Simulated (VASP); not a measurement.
Set up this calculation in VASP 6.6.1, as the native input.

| Quantity | Value |
| --- | --- |
| Task | single point |
| Functional | PBEsol |
| Potentials or basis | VASP PAW PBE potentials, release 64 (Ta_pv, N) |
| Cutoff | 520 eV |
| k mesh | 15 × 15 × 8 |
| Occupations | gaussian, width 0.15 eV |
| Spin | no spin polarisation |
| Dipole correction | no |
| Further INCAR settings | ALGO = Normal; EDIFF = 1e-06; NBANDS = 24 |

The structure of TaN lies in POSCAR:

```
TaN
1.0
    3.0047478704      0.0000000000      0.0000000000
   -1.5023739352      2.6021879877      0.0000000000
    0.0000000000      0.0000000000      5.8600190937
Ta N
2 2
Direct
   -0.0163714235      0.0000000000      0.0000000000
    0.0163714235      0.0000000000      0.5000000000
    0.3333333333      0.6666666667      0.2500000000
    0.6666666667      0.3333333333      0.7500000000
```

These files were run (other wordings do the same):

INCAR

```
SYSTEM = TaN
PREC     = Accurate       ! precision mode
ENCUT    = 520            ! plane-wave cutoff, eV
EDIFF    = 1E-6           ! SCF threshold, eV
ISMEAR   = 0              ! smearing method
SIGMA    = 0.15           ! smearing width, eV
LREAL    = .False.        ! projectors in reciprocal space
LASPH    = .True.         ! aspherical terms in the spheres
NELM     = 60             ! most SCF steps
ALGO     = Normal         ! electronic algorithm
ISIF     = 2              ! what is computed and relaxed
LWAVE    = .False.        ! write WAVECAR
LCHARG   = .True.         ! write CHGCAR
GGA      = PS             ! functional
LELF     = .True.         ! ELF
LVHAR    = .True.       
NBANDS   = 24             ! bands
```

KPOINTS

```
Automatic mesh
0
Gamma
  15 15 8
  0 0 0
```

Potentials or basis: VASP PAW PBE potentials, release 64 (Ta_pv, N).

Command:

```bash
$ cat potpaw_PBE.64/Ta_pv/POTCAR potpaw_PBE.64/N/POTCAR > POTCAR
$ mpirun -np 1 vasp_std > vasp.out
```

Results of the run:

```yaml
Pressure: -21.1 GPa
Largest_force: 0.556 eV/Å
Band_gap_on_the_k_mesh: zero (band 16 reaches 8.14 eV, above the bottom of band 17 at 7.21 eV)
```

Caveat: the PAW data sets were made with another functional, which shifts forces and pressure a little; spin-orbit coupling is left out, which moves the levels of the heavy elements.

Wall time 3.2 min on 1 thread of Intel(R) Xeon(R) Platinum 8488C (Sapphire Rapids), on a shared host, peak memory 0.4 GiB.
